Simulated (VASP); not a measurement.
A run of VASP 6.6.1 is set up as follows.

POSCAR

```
Al
1.0
    2.8275087944      0.0000000000      0.0000000000
   -1.4137543972      2.4486944454      0.0000000000
    0.0000000000      0.0000000000      4.7393797436
Al
2
Direct
    0.6666666667      0.3333333333      0.7500000000
    0.3333333333      0.6666666667      0.2500000000
```

File INCAR.step1:

```
SYSTEM = Al
ALGO = Normal
EDIFF = 1E-4
ENCUT = 520
GGA = PE
ISMEAR = 1
LASPH = .TRUE.
LCHARG = .FALSE.
LREAL = .FALSE.
LWAVE = .TRUE.
NBANDS = 10
NELM = 80
PREC = Accurate
SIGMA = 0.15
```

The input INCAR.step2:

```
SYSTEM = Al
ALGO = Normal
EDIFF = 1E-6
ENCUT = 520
ISIF = 2
ISMEAR = 1
ISTART = 1
LASPH = .TRUE.
LCHARG = .FALSE.
LMIXTAU = .TRUE.
LREAL = .FALSE.
LWAVE = .FALSE.
METAGGA = R2SCAN
NBANDS = 10
NELM = 80
PREC = Accurate
SIGMA = 0.15
```

File KPOINTS:

```
k-points
0
G
  14 14 7
  0 0 0
```

Potentials or basis: VASP PAW PBE potentials, release 64 (Al).

Command:

```sh
$ cat potpaw_PBE.64/Al/POTCAR > POTCAR
$ cp INCAR.step1 INCAR
$ mpirun -np 1 vasp_std > vasp.out
$ cp INCAR.step2 INCAR
$ mpirun -np 1 vasp_std > vasp.out
```

(1) Predict the band gap on the k mesh.

(2) What does it give for the pressure?

Results:

(1) zero (band 3 reaches 11.15 eV, above the bottom of band 4 at 5.02 eV).

(2) -2.3 GPa.

Caveat: the PAW data sets were made with another functional, which shifts forces and pressure a little.
